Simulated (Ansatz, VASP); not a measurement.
## RuBr2 in VASP and in Ansatz

The input INCAR:

```
SYSTEM = RuBr2
PREC = Accurate
ENCUT = 560
EDIFF = 1E-6
ISMEAR = 0
SIGMA = 0.05
LREAL = .FALSE.
LASPH = .TRUE.
NELM = 200
ALGO = Normal
ISIF = 2
LWAVE = .FALSE.
LCHARG = .TRUE.
ISPIN = 2
MAGMOM = 1 0 0
LORBIT = 11
LMAXMIX = 4
LDAU = .TRUE.
LDAUTYPE = 2
LDAUL = 2 -1
LDAUU = 7 0
LDAUJ = 0 0
LDAUPRINT = 1
GGA = PE
LELF = .TRUE.
LVHAR = .TRUE.
NBANDS = 26
GGA_COMPAT = .FALSE.
```

File KPOINTS:

```
regular mesh
0
G
  5 5 5
  0 0 0
```

POSCAR

```
RuBr2
1.0
    0.0000000000      3.1637246900      3.1637246900
    3.1637246900      0.0000000000      3.1637246900
    3.1637246900      3.1637246900      0.0000000000
Ru Br
1 2
Direct
    0.0000000000      0.0000000000      0.0000000000
    0.2500000000      0.2500000000      0.2500000000
    0.7500000000      0.7500000000      0.7500000000
```

File input.yaml:

```yaml
crystal:
  lattice:
    - [0.0, 3.16372469, 3.16372469]
    - [3.16372469, 0.0, 3.16372469]
    - [3.16372469, 3.16372469, 0.0]
  atoms:
    - { symbol: Ru, position: [0.0, 0.0, 0.0], spin: 1.0 }
    - { symbol: Br, position: [0.25, 0.25, 0.25] }
    - { symbol: Br, position: [0.75, 0.75, 0.75] }
hamiltonian:
  xc: pbe
  pseudopotentials: { kind: paw }
  hubbard: { sites: [{ species: Ru, l: d, u_eff: 7.0 }] }
magnetization:
  spin_polarized: true
kpoints:
  mp_grid: { grid: [5, 5, 5] }
scf:
  occupations: { method: gaussian, width: 0.05 }
output:
  forces: true
  stress: true
  eigenvalues: true
```

Alike in both runs: task single point; functional PBE; k mesh 5 × 5 × 5; occupations gaussian, width 0.05 eV; collinear spin; Hubbard terms Ru d U = 7.0 eV.

```csv
,VASP,Ansatz
version,VASP 6.6.1,Ansatz 0.2.0
potentials or method,"VASP PAW PBE potentials, release 64 (Ru_sv, Br)",Ansatz PAW
plane-wave cutoff (eV),560,420
valence electrons in the cell,30,30
```

|  | VASP | Ansatz | Ansatz less VASP |
| --- | --- | --- | --- |
| gap on the k mesh at the Fermi level (eV) | none | none | - |
| pressure (GPa) | 12.6 | 15.2 | +2.64 |
| net moment per atom (μB) | 0.67 | 0.67 | 0.000 |
| size of the moment on the site where the two differ most (μB) | 2.09 | 2.26 | +0.169 |

Site moments also hang on the region over which each program counts them. The programs project onto different local orbitals, so the same U acts differently, and such runs can settle in different states. A gap of «none» marks a metal or a gap that the smearing closes.

Noted on Ansatz's run: the magnetic or orbital state may not be the lowest.
